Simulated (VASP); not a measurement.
Runs of VASP 6.6.1 on In. The structure is that of space group Fd-3m (No. 227), or close to it. The cells are those of the table. This isn't the form of In at room conditions, which is tetragonal.

| task | cell | k mesh | cutoff (eV) | gap on the mesh (eV) | pressure (GPa) |
| --- | --- | --- | --- | --- | --- |
| relaxation of cell and atoms | relaxed from a = 4.639 Å, angles 60.0°, 2 atoms | 8 × 8 × 8 | 600 | none | 0.0 |
| single point | a = 4.700 Å, angles 60.0°, 2 atoms | 9 × 9 × 9 | 520 | none | -1.0 |
| single point | a = 4.639 Å, angles 60.0°, 2 atoms | 8 × 8 × 8 | 520 | none | 0.0 |
| single point | a = 4.639 Å, angles 60.0°, 2 atoms | 14 × 14 × 14 | 520 | none | 0.1 |
| single point | a = 4.512 Å, angles 60.0°, 2 atoms | 9 × 9 × 9 | 520 | none | 3.0 |
| single point | a = 4.639 Å, angles 60.0°, 2 atoms | 9 × 9 × 9 | 520 | none | 0.1 |
| single point | a = 4.445 Å, angles 60.0°, 2 atoms | 9 × 9 × 9 | 520 | none | (a) |
| single point | a = 4.576 Å, angles 60.0°, 2 atoms | 9 × 9 × 9 | 520 | none | (b) |
| single point | a = 4.759 Å, angles 60.0°, 2 atoms | 9 × 9 × 9 | 520 | none | -1.8 |
| single point | a = 4.817 Å, angles 60.0°, 2 atoms | 9 × 9 × 9 | 520 | none | -2.4 |

Alike in all rows: level PBEsol; potentials or basis VASP PAW PBE potentials, release 64 (In_d); no spin polarisation; smearing fermi-dirac 0.1 eV.

Question: Estimate the missing entries.

Answer: (a) 5.0; (b) 1.3.

Caveats: the PAW data sets were made with another functional, which shifts forces and pressure a little; spin-orbit coupling is left out, which moves the levels of the heavy elements; the relaxation stopped at its first step, so nothing moved (at least some runs); the cell stands under pressure (at least some runs).

A k mesh can miss the band edges, and the runs leave out spin-orbit coupling on In.

A gap of «none» marks levels without a gap at the run's occupations.
